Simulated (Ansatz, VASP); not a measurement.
## One calculation of PbS, two programs

The input POSCAR:

```
PbS
1.0
    2.2598000000      1.3046961383      3.4508715040
   -2.2598000000      1.3046961383      3.4508715040
    0.0000000000     -2.6093922766      3.4508715040
Pb S
1 1
Direct
    0.9781509158      0.9781509158      0.9781509158
    0.4774504142      0.4774504142      0.4774504142
```

The input INCAR.step1:

```
PREC = Accurate ; ENCUT = 520
ISMEAR = 0 ; SIGMA = 0.05
LREAL = F ; LASPH = T
NELM = 80 ; NBANDS = 17
GGA = PE ; ALGO = Normal
EDIFF = 1E-4 ; LWAVE = T
LCHARG = F
```

File INCAR.step2:

```
PREC = Accurate ; ENCUT = 520
EDIFF = 1E-6 ; ISMEAR = 0
SIGMA = 0.05 ; LREAL = F
LASPH = T ; NELM = 80
ALGO = Normal ; ISIF = 2
LWAVE = F ; LCHARG = F
METAGGA = R2SCAN ; LMIXTAU = T
NBANDS = 17 ; ISTART = 1
```

Contents of KPOINTS:

```
regular mesh
0
Gamma
  9 9 9
```

Input for Ansatz:

```yaml
crystal:
  lattice:
    - [2.2598, 1.3046961383, 3.450871504]
    - [-2.2598, 1.3046961383, 3.450871504]
    - [0.0, -2.6093922766, 3.450871504]
  atoms:
    - { symbol: Pb, position: [0.9781509158, 0.9781509158, 0.9781509158] }
    - { symbol: S, position: [0.4774504142, 0.4774504142, 0.4774504142] }
basis:
  ecutwfc: 500
kpoints:
  mp_grid: { grid: [9, 9, 9] }
hamiltonian:
  xc: r2scan
scf:
  occupations: { method: gaussian, width: 0.05 }
output:
  forces: true
  stress: true
  eigenvalues: true
  write_density: true
  write_potential: true
  elf: true
  volumetric_format: npy
```

Alike in both runs: task single point; functional r2SCAN; k mesh 9 × 9 × 9; occupations gaussian, width 0.05 eV; no spin polarisation.

```csv
,VASP,Ansatz
version,VASP 6.6.1,Ansatz 0.2.0
potentials or method,"VASP PAW PBE potentials, release 64 (Pb_d, S), cutoff 520 eV","scalar-relativistic, plane waves, PAW"
valence electrons in the cell,20,20
```

|  | VASP | Ansatz | Ansatz less VASP |
| --- | --- | --- | --- |
| pressure (GPa) | -5.9 | -5.9 | +0.03 |
| traceless stress, the component that is largest in VASP (GPa) | 1.74 | 1.74 | 0.000 |

VASP's potentials were made for PBE, not for r2SCAN.

Neither program's run includes spin-orbit coupling.
